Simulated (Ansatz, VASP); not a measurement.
# Two plane-wave programs on Na

File POSCAR:

```
Na
1.0
   -1.7938690636      1.7938690636      1.7938690636
    1.7938690636     -1.7938690636      1.7938690636
    1.7938690636      1.7938690636     -1.7938690636
Na
1
Direct
    0.0000000000      0.0000000000      0.0000000000
```

INCAR.step1

```
ALGO = Normal ; EDIFF = 1E-4
ENCUT = 520 ; GGA = PE
ISMEAR = 0 ; LASPH = T
LCHARG = F ; LREAL = F
LWAVE = T ; NBANDS = 10
NELM = 60 ; PREC = Accurate
SIGMA = 0.1
```

The input INCAR.step2:

```
ALGO = Normal ; EDIFF = 1E-7
ENCUT = 520 ; ISIF = 2
ISMEAR = 0 ; ISTART = 1
LASPH = T ; LCHARG = F
LMIXTAU = T ; LREAL = F
LWAVE = F ; METAGGA = R2SCAN
NBANDS = 10 ; NELM = 60
PREC = Accurate ; SIGMA = 0.1
```

The input KPOINTS:

```
k-points
0
Gamma
  8 8 8
```

Input for Ansatz:

```yaml
crystal:
  lattice:
    - [-1.7938690636, 1.7938690636, 1.7938690636]
    - [1.7938690636, -1.7938690636, 1.7938690636]
    - [1.7938690636, 1.7938690636, -1.7938690636]
  atoms:
    - { symbol: Na, position: [0.0, 0.0, 0.0] }
basis:
  ecutwfc: 500
kpoints:
  mp_grid: { grid: [8, 8, 8] }
hamiltonian:
  xc: r2scan
scf:
  occupations: { method: gaussian, width: 0.1 }
output:
  forces: true
  stress: true
  eigenvalues: true
```

Alike in both runs: task single point; functional r2SCAN; k mesh 8 × 8 × 8; occupations gaussian, width 0.1 eV; no spin polarisation.

```csv
,VASP,Ansatz
version,VASP 6.6.1,Ansatz 0.2.0
potentials or method,"VASP PAW PBE potentials, release 64 (Na_pv), cutoff 520 eV","scalar-relativistic, plane waves, PAW"
valence electrons in the cell,7,9
```

```csv
,VASP,Ansatz,Ansatz less VASP
gap on the k mesh at the Fermi level (eV),none,none,-
pressure (GPa),9.5,9.3,-0.21
```

VASP's potentials were made for PBE, not for r2SCAN. A gap of «none» marks a metal or a gap that the smearing closes. VASP's potentials hold 7 valence electrons a cell and Ansatz's 9, so a difference there can come from the potentials and not from the codes.
